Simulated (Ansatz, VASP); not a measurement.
## W: VASP beside Ansatz

```
W
1.0
    -1.34563    1.34563    2.24128
     1.34563   -1.34563    2.24128
     1.34563    1.34563   -2.24128
W
1
Direct
  0.00000 0.00000 0.00000
```

Alike in both runs: functional r2SCAN; k mesh 8 × 8 × 8; occupations gaussian, width 0.1 eV; no spin polarisation.

Ansatz relaxed the structure, and its values are those at the end. VASP's run is a single point on that final structure, the one shown.

|  | VASP | Ansatz |
| --- | --- | --- |
| version | VASP 6.6.1 | Ansatz 0.2.0 |
| potentials or method | VASP PAW PBE potentials, release 64 (W_sv), cutoff 520 eV | scalar-relativistic, plane waves, PAW |
| valence electrons in the cell | 14 | 14 |

Ansatz gave:

```
gap on the k mesh at the Fermi level (eV) : none
pressure (GPa)                            : 0.0
```

Problem. Estimate VASP's values.

Solution. gap on the k mesh at the Fermi level (eV): none; pressure (GPa): 1.2.

VASP's potentials were made for PBE, not for r2SCAN. A gap of «none» marks a metal or a gap that the smearing closes.

The k mesh is coarse, so the values compare programs but aren't converged. Spin-orbit coupling is off throughout.
